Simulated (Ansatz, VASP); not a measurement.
**Two plane-wave programs on SiNi**

```
CELL_PARAMETERS angstrom
5.17310 0.00000 0.00000
0.00000 3.33810 0.00000
0.00000 0.00000 5.60490
ATOMIC_POSITIONS crystal
Si 0.32128 0.75000 0.08250
Si 0.17872 0.25000 0.58250
Si 0.82128 0.75000 0.41750
Si 0.67872 0.25000 0.91750
Ni 0.00779 0.25000 0.18752
Ni 0.49221 0.75000 0.68752
Ni 0.50779 0.25000 0.31248
Ni 0.99221 0.75000 0.81248
```

Alike in both runs: task relaxation of cell and atoms; functional PBEsol; k mesh 8 × 10 × 6; occupations gaussian, width 0.05 eV; no spin polarisation.

|  | VASP | Ansatz |
| --- | --- | --- |
| version | VASP 6.6.1 | Ansatz 0.2.0 |
| potentials or method | VASP PAW PBE potentials, release 64 (Si, Ni) | scalar-relativistic, plane waves, PAW |
| plane-wave cutoff (eV) | 600 | 420 |
| valence electrons in the cell | 56 | 88 |

```tsv
	VASP	Ansatz	Ansatz less VASP
gap on the k mesh at the Fermi level, each at its own relaxed structure (eV)	none	none	-
relaxed volume (Å³/atom)	11.81	11.81	-0.009
relaxed length of the cell vector where the two differ most in proportion (Å)	5.091	5.089	-0.0018
```

VASP's potentials were made for PBE, not for PBEsol. A gap of «none» marks a metal or a gap that the smearing closes. VASP's potentials hold 56 valence electrons a cell and Ansatz's 88, so a difference there can come from the potentials and not from the codes.
